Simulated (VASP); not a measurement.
# C: single point with PBE-based screened hybrid with 25 % exact exchange

C:

```
CELL_PARAMETERS angstrom
0.00000 1.78337 1.78337
1.78337 0.00000 1.78337
1.78337 1.78337 0.00000
ATOMIC_POSITIONS crystal
C 0.75000 0.75000 0.75000
C 0.50000 0.50000 0.50000
```

```json
{"Program": "VASP 6.6.1", "Task": "single point", "Functional": "PBE-based screened hybrid with 25 % exact exchange", "Potentials or basis": "VASP PAW PBE potentials, release 64 (C)", "Cutoff": "520 eV", "k mesh": "7 × 7 × 7", "Occupations": "fermi-dirac, width 0.05 eV", "Spin": "no spin polarisation", "Dipole correction": "no", "Grid for exact exchange (PRECFOCK)": "Normal", "Share of exact exchange": "0.25", "Further INCAR settings": "ALGO = Normal; EDIFF = 1e-06; NBANDS = 11", "Screening parameter": "0.15 1/Å"}
```

```
Pressure               : -7.5 GPa
Band gap on the k mesh : 5.58 eV (least direct gap 7.14 eV)
```

Levels at points of the mesh, in eV from the valence-band top:
| k point | band 1 | band 2 | band 3 | band 4 | band 5 | band 6 | band 7 | band 8 | band 9 |
| --- | --- | --- | --- | --- | --- | --- | --- | --- | --- |
| (0.00, 0.00, 0.00) | -23.57 | 0.00 | 0.00 | 0.00 | 7.14 | 7.14 | 7.14 | 15.45 | 21.02 |

Run time: 3.2 min on 1 thread of Intel(R) Xeon(R) Platinum 8488C (Sapphire Rapids) (shared host), peak memory 0.22 GiB.

Caveat: the k points lie up to 0.44 Å⁻¹ apart; the PAW data sets were made with another functional, which shifts forces and pressure a little; an odd mesh through Γ misses points on the zone boundary, where band edges can lie.
